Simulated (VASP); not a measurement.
# AlHCl4 (P4/mmm) in VASP: further runs

Runs on AlHCl4. Level: PBE. Tasks: relaxation of cell and atoms.

Program: VASP 6.6.1. These are calculated values, not measurements. Logs are shortened: lines on timing, memory, paths and dates and some standing lists are left out, and cuts for length are marked.

**1. The cell of the first run**

Symmetry: P4/mmm, No. 123, tetragonal system. The conventional cell has a = 4.043 Å, b = 4.043 Å, c = 6.868 Å, α = 90.00°, β = 90.00°, γ = 90.00°. Within 3.6 Å of Al (site symmetry 4/mmm) lie 10 Cl at 2.71 to 2.95 Å. Within 3.6 Å of H (site symmetry 4/mmm) lie 10 Cl at 2.71 to 2.95 Å. Within 1.9 Å of Cl (site symmetry 4mm) lie 1 Cl at 1.44 Å. Within 1.9 Å of Cl (site symmetry 4mm) lie 1 Cl at 1.45 Å.

The cell was generated, and may not be a known phase.

**2. Relaxation of cell and atoms, PBE**

Input file INCAR:

```
  PREC = Accurate
  ENCUT = 600
  EDIFF = 1E-6
  ISMEAR = 0
  SIGMA = 0.1
  LREAL = False
  LASPH = True
  NELM = 80
  ALGO = Normal
  ISIF = 3
  LWAVE = False
  LCHARG = False
  GGA = PE
  IBRION = 2
  NSW = 90
  EDIFFG = -0.04
```

Input file KPOINTS:

```
regular mesh
0
Gamma
  4 4 4
```

Input file POSCAR:

```
AlHCl4
1.0
    4.0433142300      0.0000000000      0.0000000000
    0.0000000000      4.0433142300      0.0000000000
    0.0000000000      0.0000000000      6.8682491400
Al H Cl
1 1 4
Direct
    0.5000000000      0.5000000000      0.5000000000
    0.0000000000      0.0000000000      0.0000000000
    0.0000000000      0.0000000000      0.6051139800
    0.5000000000      0.5000000000      0.1052580000
    0.5000000000      0.5000000000      0.8947420000
    0.0000000000      0.0000000000      0.3948860200
```

Potentials or basis: VASP PAW PBE potentials, release 64 (Al, H, Cl).

The run is started by

```
$ cat potpaw_PBE.64/Al/POTCAR potpaw_PBE.64/H/POTCAR potpaw_PBE.64/Cl/POTCAR > POTCAR
$ mpirun -np 1 vasp_std > vasp.out
```

OUTCAR:

```text
PREC = Accurate
   ENCUT = 600
   EDIFF = 1E-6
   ISMEAR = 0
   LREAL = False
   LASPH = True
   NELM = 80
   ISIF = 3
   GGA = PE
   IBRION = 2
   NSW = 90
   EDIFFG = -0.04

 ion  position               nearest neighbor table
   1  0.500  0.500  0.500-   4 2.71   5 2.71   3 2.95   6 2.95   3 2.95   6 2.95   3 2.95   6 2.95
                             3 2.95   6 2.95
   2  0.000  0.000  0.000-
   3  0.000  0.000  0.605-   6 1.44   1 2.95   1 2.95   1 2.95   1 2.95
   4  0.500  0.500  0.105-   5 1.45   1 2.71
   5  0.500  0.500  0.895-   4 1.45   1 2.71
   6  0.000  0.000  0.395-   3 1.44   1 2.95   1 2.95   1 2.95   1 2.95

  LATTYP: Found a simple tetragonal cell.
 ALAT       =     4.0433142300
 C/A-ratio  =     1.6986681592

  Lattice vectors:

 A1 = (   4.0433142300,   0.0000000000,   0.0000000000)
 A2 = (   0.0000000000,   4.0433142300,   0.0000000000)
 A3 = (   0.0000000000,   0.0000000000,   6.8682491400)

Analysis of symmetry for initial positions (statically):
=====================================================================
 Subroutine PRICEL returns:
 Original cell was already a primitive cell.

 Routine SETGRP: Setting up the symmetry group for a
 simple tetragonal supercell.

 Subroutine GETGRP returns: Found 16 space group operations
 (whereof 16 operations were pure point group operations)
 out of a pool of 16 trial point group operations.

The static configuration has the point symmetry D_4h.

Analysis of symmetry for dynamics (positions and initial velocities):
=====================================================================
 Subroutine PRICEL returns:
 Original cell was already a primitive cell.

 Routine SETGRP: Setting up the symmetry group for a
 simple tetragonal supercell.

 Subroutine GETGRP returns: Found 16 space group operations
 (whereof 16 operations were pure point group operations)
 out of a pool of 16 trial point group operations.

The dynamic configuration has the point symmetry D_4h.

 Subroutine INISYM returns: Found 16 space group operations
 (whereof 16 operations are pure point group operations),
 and found     1 'primitive' translations

----------------------------------------------------------------------------------------

                                     Primitive cell

  volume of cell :     112.2848

  direct lattice vectors                    reciprocal lattice vectors
     4.043314230  0.000000000  0.000000000     0.247321861  0.000000000  0.000000000
     0.000000000  4.043314230  0.000000000     0.000000000  0.247321861  0.000000000
[... 102 lines left out ...]
   EFERMI_NEDOS =   21; number of points for ismear=-14 and -15
   IALGO  =     38    algorithm
   IMIX   =      4    mixing-type and parameters
     AMIX     =   0.40;   BMIX     =  1.00
     AMIX_MAG =   1.60;   BMIX_MAG =  1.00
  volume/ion in A,a.u.               =      18.71       126.29
  Fermi-wavevector in a.u.,A,eV,Ry     =   1.077336  2.035870 15.791639  1.160653
  Thomas-Fermi vector in A             =   2.213245
   LORBIT       =      0    0 simple, 1 ext, 2 COOP (PROOUT), +10 PAW based schemes
   GGA     = PE    functional components
   LHFCALC =     F    Hartree Fock is set to
   AEXX    =    0.0000 exact exchange contribution
   IVDW    =     0    specifies the selected vdW correction
   LEPSILON=     F    determine dielectric tensor
   LRPA    =     F    only Hartree local field effects (RPA)
 conjugate gradient relaxation of ions
 non-spin polarized calculation
 Gauss-broadening in eV      SIGMA  =   0.10
  energy-cutoff  :      600.00
  volume of cell :      112.28
 maximum number of plane-waves:      3800
   NGX = 17   NGY = 17   NGZ = 27

--------------------------------------- Ionic step        1  -------------------------------------------

 number of electron      32.0000004 magnetization

 Free energy of the ion-electron system (eV)
  ---------------------------------------------------
  ext. energy  EPLUGINS =         0.00000000
  ---------------------------------------------------
  free energy    TOTEN  =         6.29812388 eV

  energy without entropy =        6.30204793  energy(sigma->0) =        6.30008591

------------------------ aborting loop because EDIFF is reached ----------------------------------------

  FORCE on cell =-STRESS in cart. coord.  units (eV):
  Direction    XX          YY          ZZ          XY          YZ          ZX
  --------------------------------------------------------------------------------------
  -------------------------------------------------------------------------------------
  Total        3.1101710      3.1101710    129.2870461      0.0000000      0.0000000      0.0000000
  in kB       44.3786228     44.3786228   1844.7799350      0.0000000      0.0000000      0.0000000
  external PRESSURE =     644.5123936 kB  Pullay stress =       0.0000000 kB
[... 101 lines left out ...]
  FREE ENERGIE OF THE ION-ELECTRON SYSTEM (eV)
  ---------------------------------------------------
  free  energy   TOTEN  =        -8.0357634991 eV

  energy  without entropy=       -7.9843799413  energy(sigma->0) =       -8.01007172

 E-fermi :   0.6135     XC(G=0):  -7.5008

 val. band max:        0.4580238830   @ k =   0.0000   0.0000   0.0000
 cond. band min:       0.7244733613   @ k =   0.0000   0.0000   0.0000
 fundamental gap:      0.2664494783
 Fermi energy:         0.6134878705

 k-point     1 :       0.0000    0.0000    0.0000
  band No.  band energies     occupation
      1     -15.9253      2.00000
      2     -15.6531      2.00000
      3     -12.6269      2.00000
      4     -12.3116      2.00000
      5      -6.0612      2.00000
      6      -4.5272      2.00000
[... 403 lines left out ...]
     19       3.4284      0.00000
     20       5.4376      0.00000

[... ionic steps 4 to 62 ...]

--------------------------------------- Ionic step       63  -------------------------------------------

 number of electron      32.0000009 magnetization

------------------------ aborting loop because EDIFF is reached ----------------------------------------
[... 75 lines left out ...]
--------------------------------------- Ionic step       65  -------------------------------------------

 number of electron      32.0000009 magnetization

 Free energy of the ion-electron system (eV)
  ---------------------------------------------------
  ext. energy  EPLUGINS =         0.00000000
  ---------------------------------------------------
  free energy    TOTEN  =       -17.69538940 eV

  energy without entropy =      -17.69538940  energy(sigma->0) =      -17.69538940

 E-fermi :  -0.8506     XC(G=0):  -6.6165

 val. band max:       -1.3085117011   @ k =   0.5000   0.5000   0.0000
 cond. band min:      -0.0493553771   @ k =   0.0000   0.0000   0.0000
 fundamental gap:      1.2591563239
 Fermi energy:        -0.8506403942

 k-point     1 :       0.0000    0.0000    0.0000
  band No.  band energies     occupation
      1     -17.1227      2.00000
      2     -16.6735      2.00000
      3     -14.3267      2.00000
      4     -13.5143      2.00000
      5      -7.8254      2.00000
      6      -5.4063      2.00000
[... 436 lines left out ...]
  FREE ENERGIE OF THE ION-ELECTRON SYSTEM (eV)
  ---------------------------------------------------
  free  energy   TOTEN  =       -17.6953893987 eV

  energy  without entropy=      -17.6953893987  energy(sigma->0) =      -17.69538940

 reached required accuracy - stopping structural energy minimisation
```

CONTCAR:

```text
AlHCl4
   1.00000000000000
     5.2106161510099520   -0.0000000000000000    0.0000000000000000
     0.0000000000000000    5.2106161510099520    0.0000000000000000
     0.0000000000000000   -0.0000000000000000    7.0329145604792460
  Al              H               Cl
     1     1     4
Direct
     0.5000000000000000    0.5000000000000000    0.5000000000000000
     0.0000000000000000    0.0000000000000000    0.0000000000000000
     0.0000000000000000    0.0000000000000000    0.7742681220814257
     0.5000000000000000    0.5000000000000000    0.2163068619990915
     0.5000000000000000    0.5000000000000000    0.7836931380009083
     0.0000000000000000    0.0000000000000000    0.2257318779185745

  0.00000000E+00  0.00000000E+00  0.00000000E+00
  0.00000000E+00  0.00000000E+00  0.00000000E+00
  0.00000000E+00  0.00000000E+00  0.00000000E+00
  0.00000000E+00  0.00000000E+00  0.00000000E+00
  0.00000000E+00  0.00000000E+00  0.00000000E+00
  0.00000000E+00  0.00000000E+00  0.00000000E+00
```

It took 14 min on 1 thread of Intel Xeon 6975P-C (Granite Rapids), shared host; peak memory 0.25 GiB.

Results:

| Property | Result |
| --- | --- |
| Free energy | -17.6954 eV |
| Relaxed volume | 31.82 Å³/atom |
| Relaxed cell | a = 5.211 Å, b = 5.211 Å, c = 7.033 Å, α = 90.00°, β = 90.00°, γ = 90.00° |
| Space group after relaxing (to 0.1 Å) | P4/mmm (No. 123) |
| Pressure after relaxing | -0.1 GPa |
| Largest force after relaxing | 0.015 eV/Å |
| Band gap on the k mesh | 1.26 eV (least direct gap 1.27 eV) |

Forces in eV/Å, atoms in the order of the input:
```
Al   0.000  0.000  0.000
H    0.000  0.000  0.000
Cl   0.000  0.000  0.003
Cl   0.000  0.000 -0.015
Cl   0.000  0.000  0.015
Cl   0.000  0.000 -0.003
```

Final structure:
```
Al H Cl
1.0
     5.21062    0.00000    0.00000
     0.00000    5.21062    0.00000
     0.00000    0.00000    7.03291
Al H Cl
1 1 4
Direct
  0.50000 0.50000 0.50000
  0.00000 0.00000 0.00000
  0.00000 0.00000 0.77427
  0.50000 0.50000 0.21631
  0.50000 0.50000 0.78369
  0.00000 0.00000 0.22573
```

Caveat: the volume moved by over 15 % at a fixed basis, so the end points are rough. A k mesh can miss the band edges.

**3. Relaxation of cell and atoms, PBE**

This run uses another cell than the first one, of 31.49 Å³/atom.

Input file INCAR:

```
PREC = Accurate ; ENCUT = 600
EDIFF = 1E-7 ; ISMEAR = 0
SIGMA = 0.02 ; LREAL = F
LASPH = T ; NELM = 60
ALGO = Normal ; ISIF = 3
LWAVE = F ; LCHARG = F
GGA = PE ; IBRION = 2
NSW = 100 ; EDIFFG = -0.01
```

Input file KPOINTS:

```
regular mesh
0
Gamma
  6 6 4
```

Input file POSCAR:

```
AlHCl4
1.0
    5.1870178200      0.0000000000      0.0000000000
    0.0000000000      5.1870178200      0.0000000000
    0.0000000000      0.0000000000      7.0213840869
Al H Cl
1 1 4
Direct
    0.5000000000      0.5000000000      0.5000000000
    0.0000000000      0.0000000000      0.0000000000
    0.0000000000      0.0000000000      0.7736814650
    0.5000000000      0.5000000000      0.2155287766
    0.5000000000      0.5000000000      0.7844712234
    0.0000000000      0.0000000000      0.2263185350
```

Potentials or basis: VASP PAW PBE potentials, release 64 (Al, H, Cl).

The run is started by

```
$ cat potpaw_PBE.64/Al/POTCAR potpaw_PBE.64/H/POTCAR potpaw_PBE.64/Cl/POTCAR > POTCAR
$ mpirun -np 1 vasp_std > vasp.out
```

It took 2.7 min on 1 thread of Intel Xeon 6975P-C (Granite Rapids), shared host; peak memory 0.38 GiB.

The run converged. Its results:

```
Free energy                           : -17.7319 eV
Relaxed volume                        : 31.51 Å³/atom
Relaxed cell                          : a = 5.191 Å, b = 5.191 Å, c = 7.017 Å, α = 90.00°, β = 90.00°, γ = 90.00°
Space group after relaxing (to 0.1 Å) : P4/mmm (No. 123)
Energy gained by relaxing             : 0.0 meV/atom
Ionic steps                           : 4
Pressure after relaxing               : 0.0 GPa
Largest force after relaxing          : 0.004 eV/Å
Band gap on the k mesh                : 1.27 eV (least direct gap 1.28 eV)
```

Forces in eV/Å, atoms in the order of the input:
```
Al   0.000  0.000  0.000
H    0.000  0.000  0.000
Cl   0.000  0.000  0.004
Cl   0.000  0.000  0.000
Cl   0.000  0.000  0.000
Cl   0.000  0.000 -0.004
```

The path:
| step | energy change (eV) | largest force (eV/Å) | pressure (GPa) | volume (Å³) |
| --- | --- | --- | --- | --- |
| 1 | 0.0000 | 0.0501 | -0.03 | 188.91 |
| 2 | 0.0003 | 0.0871 | 0.17 | 188.77 |
| 3 | -0.0002 | 0.0047 | 0.05 | 188.86 |
| 4 | -0.0002 | 0.0039 | 0.04 | 189.06 |

Final structure:
```yaml
crystal:
  lattice:
    - [5.19056, 0.00000, 0.00000]
    - [0.00000, 5.19056, 0.00000]
    - [0.00000, 0.00000, 7.01741]
  atoms:
    - { symbol: Al, position: [0.50000, 0.50000, 0.50000] }
    - { symbol: H, position: [0.00000, 0.00000, 0.00000] }
    - { symbol: Cl, position: [0.00000, 0.00000, 0.77378] }
    - { symbol: Cl, position: [0.50000, 0.50000, 0.21569] }
    - { symbol: Cl, position: [0.50000, 0.50000, 0.78431] }
    - { symbol: Cl, position: [0.00000, 0.00000, 0.22622] }
```

Levels at points of the mesh, in eV from the valence-band top:
| k point | band 13 | band 14 | band 15 | band 16 | band 17 | band 18 | band 19 | band 20 |
| --- | --- | --- | --- | --- | --- | --- | --- | --- |
| (0.00, 0.00, 0.00) | -0.43 | -0.02 | -0.02 | -0.01 | 1.27 | 3.75 | 3.75 | 6.18 |
| (0.50, 0.00, 0.00) | -0.63 | -0.27 | -0.16 | -0.01 | 1.74 | 3.05 | 3.87 | 6.88 |
| (0.50, 0.50, 0.00) | -0.43 | -0.02 | -0.02 | 0.00 | 1.82 | 3.08 | 3.08 | 6.14 |
| (0.00, 0.00, 0.50) | -0.35 | -0.35 | -0.11 | -0.11 | 2.17 | 4.08 | 4.08 | 6.45 |
| (0.50, 0.00, 0.50) | -0.67 | -0.53 | -0.48 | -0.28 | 2.49 | 3.48 | 4.15 | 7.62 |
| (0.50, 0.50, 0.50) | -0.35 | -0.35 | -0.12 | -0.12 | 2.64 | 3.44 | 3.44 | 7.64 |

A k mesh can miss the band edges.
